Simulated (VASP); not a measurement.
Here is a VASP 6.6.1 calculation.

File INCAR:

```
SYSTEM = Nb3Sn
PREC     = Accurate       ! precision mode
ENCUT    = 600            ! plane-wave cutoff, eV
EDIFF    = 1E-6           ! SCF threshold, eV
ISMEAR   = -1             ! smearing method
SIGMA    = 0.05           ! smearing width, eV
LREAL    = .FALSE.        ! projectors in reciprocal space
LASPH    = .TRUE.         ! aspherical terms in the spheres
NELM     = 100            ! most SCF steps
ALGO     = Fast           ! electronic algorithm
ISIF     = 3              ! what is computed and relaxed
LWAVE    = .FALSE.        ! write WAVECAR
LCHARG   = .FALSE.        ! write CHGCAR
GGA      = PS             ! functional
IBRION   = 2              ! ionic algorithm
NSW      = 60             ! ionic steps
EDIFFG   = -0.01          ! ionic threshold
PSTRESS  = 300.0
```

Contents of KPOINTS:

```
regular mesh
0
G
  5 5 5
  0 0 0
```

File POSCAR:

```
Nb3Sn
1.0
    5.2821000000      0.0000000000      0.0000000000
    0.0000000000      5.2821000000      0.0000000000
    0.0000000000      0.0000000000      5.2821000000
Sn Nb
2 6
Direct
    0.5000000000      0.5000000000      0.5000000000
    0.0000000000      0.0000000000      0.0000000000
    0.0000000000      0.5000000000      0.2500000000
    0.0000000000      0.5000000000      0.7500000000
    0.5000000000      0.2500000000      0.0000000000
    0.7500000000      0.0000000000      0.5000000000
    0.5000000000      0.7500000000      0.0000000000
    0.2500000000      0.0000000000      0.5000000000
```

Potentials or basis: VASP PAW PBE potentials, release 64 (Sn_d, Nb_sv).

Run with:

```sh
$ cat potpaw_PBE.64/Sn_d/POTCAR potpaw_PBE.64/Nb_sv/POTCAR > POTCAR
$ mpirun -np 1 vasp_std > vasp.out
```

Question: Predict the space group after relaxing (to 0.1 Å).

Answer: Pm-3n (No. 223).

Question: Estimate the relaxed volume.

Answer: 15.98 Å³/atom.

Final structure:
```yaml
crystal:
  lattice:
    - [5.03752, 0.00000, 0.00000]
    - [0.00000, 5.03752, 0.00000]
    - [0.00000, 0.00000, 5.03752]
  atoms:
    - { symbol: Sn, position: [0.50000, 0.50000, 0.50000] }
    - { symbol: Sn, position: [0.00000, 0.00000, 0.00000] }
    - { symbol: Nb, position: [0.00000, 0.50000, 0.25000] }
    - { symbol: Nb, position: [0.00000, 0.50000, 0.75000] }
    - { symbol: Nb, position: [0.50000, 0.25000, 0.00000] }
    - { symbol: Nb, position: [0.75000, 0.00000, 0.50000] }
    - { symbol: Nb, position: [0.50000, 0.75000, 0.00000] }
    - { symbol: Nb, position: [0.25000, 0.00000, 0.50000] }
```

Caveat: the cell is relaxed towards a set pressure, so the run minimises the enthalpy, not the energy; the PAW data sets were made with another functional, which shifts forces and pressure a little.
